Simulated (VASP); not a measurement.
Write the native input for VASP 6.6.1 that does the following.

| Property | Result |
| --- | --- |
| Task | single point |
| Functional | PBEsol |
| Potentials or basis | VASP PAW PBE potentials, release 64 (Au) |
| Cutoff | 520 eV |
| k mesh | 14 × 14 × 14 |
| Occupations | gaussian, width 0.15 eV |
| Spin | no spin polarisation |
| Dipole correction | no |
| Further INCAR settings | ALGO = Fast; EDIFF = 1e-07; NBANDS = 54 |

The structure of Au lies in POSCAR:

```
Au
1.0
   -3.2421467888     -3.2421467888      3.2421467888
   -3.2421467888      3.2421467888     -3.2421467888
    3.2421467888     -3.2421467888     -3.2421467888
Au
8
Direct
    0.5925312824      0.5925312824      0.5000000000
    0.0000000000      0.5000000000      0.5000000000
    0.5000000000      0.0000000000      0.5000000000
    0.0000000000      0.0000000000      0.5000000000
    0.5000000000      0.5000000000      0.0000000000
    0.0000000000      0.5000000000      0.0000000000
    0.5000000000      0.0000000000      0.0000000000
    0.0000000000      0.0000000000      0.0000000000
```

This cell differs from its parent crystal: atom 1 (Au) moved by (-0.600, +0.000) A along x and z.

These files were run (other wordings do the same):

INCAR

```
SYSTEM = Au
PREC = Accurate
ENCUT = 520
EDIFF = 1E-7
ISMEAR = 0
SIGMA = 0.15
LREAL = .False.
LASPH = .True.
NELM = 80
ALGO = Fast
ISIF = 2
LWAVE = .False.
LCHARG = .False.
GGA = PS
NBANDS = 54
KPAR = 4
```

KPOINTS

```
Automatic mesh
0
Gamma
  14 14 14
  0 0 0
```

Potentials or basis: VASP PAW PBE potentials, release 64 (Au).

Launch:

```sh
$ cat potpaw_PBE.64/Au/POTCAR > POTCAR
$ mpirun -np 4 vasp_std > vasp.out
```

It gave:

```json
{
  "Pressure": "8.2 GPa",
  "Largest force": "5.248 eV/Å",
  "Band gap on the k mesh": "zero (bands 44 and 45 overlap by 2.61 eV)"
}
```

Caveat: the cell differs from its parent crystal (atom 1 (Au) moved by (-0.600, +0.000) A along x and z); the cell stands under pressure; the PAW data sets were made with another functional, which shifts forces and pressure a little; spin-orbit coupling is left out, which moves the levels of the heavy elements.

Wall time 13 min on 4 MPI ranks on Oxide Virtual Turin-like Processor, with other jobs on the host, peak memory 1.1 GiB a rank.
